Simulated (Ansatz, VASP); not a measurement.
AgCl: VASP beside Ansatz

Contents of INCAR:

```
PREC     = Accurate       # precision mode
ENCUT    = 520            # plane-wave cutoff, eV
EDIFF    = 1E-6           # SCF threshold, eV
ISMEAR   = -1             # smearing method
SIGMA    = 0.02           # smearing width, eV
LREAL    = False          # projectors in reciprocal space
LASPH    = True           # aspherical terms in the spheres
NELM     = 60             # most SCF steps
ALGO     = Normal         # electronic algorithm
ISIF     = 2              # what is computed and relaxed
LWAVE    = False          # write WAVECAR
LCHARG   = False          # write CHGCAR
GGA      = PE             # functional
NBANDS   = 16             # bands
```

The input KPOINTS:

```
regular mesh
0
Gamma
  8 8 8
```

The input POSCAR:

```
AgCl
1.0
    3.2152823169      0.0000000000      0.0000000000
    0.0000000000      3.2152823169      0.0000000000
    0.0000000000      0.0000000000      3.3955880419
Ag Cl
1 1
Direct
    0.0000000000      0.0000000000      0.0000000000
    0.5000000000      0.5000000000      0.5000000000
```

Input for Ansatz:

```yaml
crystal:
  lattice:
    - [3.2152823169, 0.0, 0.0]
    - [0.0, 3.2152823169, 0.0]
    - [0.0, 0.0, 3.3955880419]
  atoms:
    - { symbol: Ag, position: [0.0, 0.0, 0.0] }
    - { symbol: Cl, position: [0.5, 0.5, 0.5] }
kpoints:
  mp_grid: { grid: [8, 8, 8] }
  band_path:
    path: [[0.0, 0.0, 0.0], [0.0, 0.5, 0.0], [0.5, 0.5, 0.0], [0.5, 0.5, 0.5]]
    npoints: 1
hamiltonian:
  xc: pbe
scf:
  occupations: { method: fermi_dirac, width: 0.02 }
  n_extra_bands: 4
output:
  forces: true
  stress: true
  eigenvalues: true
```

Change from the starting cell: biaxial_xy strain -5.3%.

Alike in both runs: task single point; functional PBE; k mesh 8 × 8 × 8; occupations fermi-dirac, width 0.02 eV; no spin polarisation.

|  | VASP | Ansatz |
| --- | --- | --- |
| version | VASP 6.6.1 | Ansatz 0.2.0 |
| potentials or method | VASP PAW PBE potentials, release 64 (Ag, Cl) | plane waves, PAW |
| plane-wave cutoff (eV) | 520 | 420 |
| valence electrons in the cell | 18 | 26 |

|  | VASP | Ansatz | Ansatz less VASP |
| --- | --- | --- | --- |
| pressure (GPa) | 9.5 | 9.7 | +0.21 |
| traceless stress, the component that is largest in VASP (GPa) | -2.07 | -2.07 | +0.004 |

VASP's potentials hold 18 valence electrons a cell and Ansatz's 26, so a difference there can come from the potentials and not from the codes.
